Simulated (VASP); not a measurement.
Write the native input for VASP 6.6.1 that does the following.

```yaml
Task: single point
Functional: r2SCAN
Potentials_or_basis: VASP PAW PBE potentials, release 64 (Al)
Cutoff: 520 eV
k_mesh: 30 × 30 × 14
Occupations: gaussian, width 0.15 eV
Spin: no spin polarisation
Dipole_correction: no
Further_INCAR_settings: ALGO = Normal; EDIFF = 1e-06; NBANDS = 10
```

Crystal: Al.

```xyz
2
Lattice="3.0249 0.0000 0.0000 -1.5125 2.6197 0.0000 0.0000 0.0000 4.0409" Properties=species:S:1:pos:R:3 pbc="T T T"
Al    1.5125    0.8732    3.0307
Al    0.0000    1.7464    1.0102
```

This isn't the form of Al at room conditions, which is fcc.

This cell differs from its parent crystal: ratio of the length along z to the lengths across it x 0.8, volume and fractional coordinates fixed.

These files were run (other wordings do the same):

POSCAR

```
Al
1.0
    3.0249193697      0.0000000000      0.0000000000
   -1.5124596848      2.6196570185      0.0000000000
    0.0000000000      0.0000000000      4.0409271723
Al
2
Direct
    0.6666666667      0.3333333333      0.7500000000
    0.3333333333      0.6666666667      0.2500000000
```

INCAR.step1

```
SYSTEM = Al
PREC = Accurate
ENCUT = 520
ISMEAR = 0
SIGMA = 0.15
LREAL = .FALSE.
LASPH = .TRUE.
NELM = 80
NBANDS = 10
GGA = PE
ALGO = Normal
EDIFF = 1E-4
LWAVE = .TRUE.
LCHARG = .FALSE.
```

INCAR.step2

```
SYSTEM = Al
PREC = Accurate
ENCUT = 520
EDIFF = 1E-6
ISMEAR = 0
SIGMA = 0.15
LREAL = .FALSE.
LASPH = .TRUE.
NELM = 80
ALGO = Normal
ISIF = 2
LWAVE = .FALSE.
LCHARG = .FALSE.
METAGGA = R2SCAN
LMIXTAU = .TRUE.
NBANDS = 10
ISTART = 1
```

KPOINTS

```
Automatic mesh
0
G
  30 30 14
  0 0 0
```

Potentials or basis: VASP PAW PBE potentials, release 64 (Al).

Run with:

```console
$ cat potpaw_PBE.64/Al/POTCAR > POTCAR
$ cp INCAR.step1 INCAR
$ mpirun -np 1 vasp_std > vasp.out
$ cp INCAR.step2 INCAR
$ mpirun -np 1 vasp_std > vasp.out
```

It gave:

| Quantity | Value |
| --- | --- |
| Pressure | 4.1 GPa |
| Band gap on the k mesh | zero (bands 3 and 4 overlap by 11.85 eV) |

Caveat: the cell stands under pressure; the PAW data sets were made with another functional, which shifts forces and pressure a little.

Wall time 8.3 min on 1 thread of Intel Xeon 8259CL, on a shared host, peak memory 0.3 GiB.
